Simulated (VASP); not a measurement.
MgO: single point with PBEsol

Crystal: MgO.

```
CELL_PARAMETERS angstrom
3.49477 0.00000 0.00000
-1.74738 3.02656 0.00000
0.00000 0.00000 4.19471
ATOMIC_POSITIONS crystal
Mg 0.66667 0.33333 0.75000
Mg 0.33333 0.66667 0.25000
O 0.66667 0.33333 0.25000
O 0.33333 0.66667 0.75000
```

```
Program                : VASP 6.6.1
Task                   : single point
Functional             : PBEsol
Potentials or basis    : VASP PAW PBE potentials, release 64 (Mg, O)
Cutoff                 : 520 eV
k mesh                 : 9 × 9 × 6
Occupations            : gaussian, width 0.05 eV
Spin                   : no spin polarisation
Dipole correction      : no
Further INCAR settings : ALGO = Normal; EDIFF = 1e-07; NBANDS = 16
```

```yaml
Pressure: -0.4 GPa
Band_gap_on_the_k_mesh: 3.27 eV, direct
```

Stress tensor (GPa, compression positive):
```
-0.41  0.00  0.00
 0.00 -0.41  0.00
 0.00  0.00 -0.49
```

Levels at points of the mesh, in eV from the valence-band top:
```
           k point  band 6  band 7  band 8  band 9  band 10  band 11
(0.00, 0.00, 0.00)   -0.81   -0.81    0.00    3.27     9.31    12.02
(0.00, 0.00, 0.50)   -1.29   -1.29   -1.29    6.30     6.30    12.72
```

Run time: 13 s on 1 thread of Intel(R) Xeon(R) 6975P-C (Granite Rapids) (shared host), peak memory 0.18 GiB.

Caveat: the PAW data sets were made with another functional, which shifts forces and pressure a little. PBEsol gaps usually lie below the measured ones, often by a third to a half.
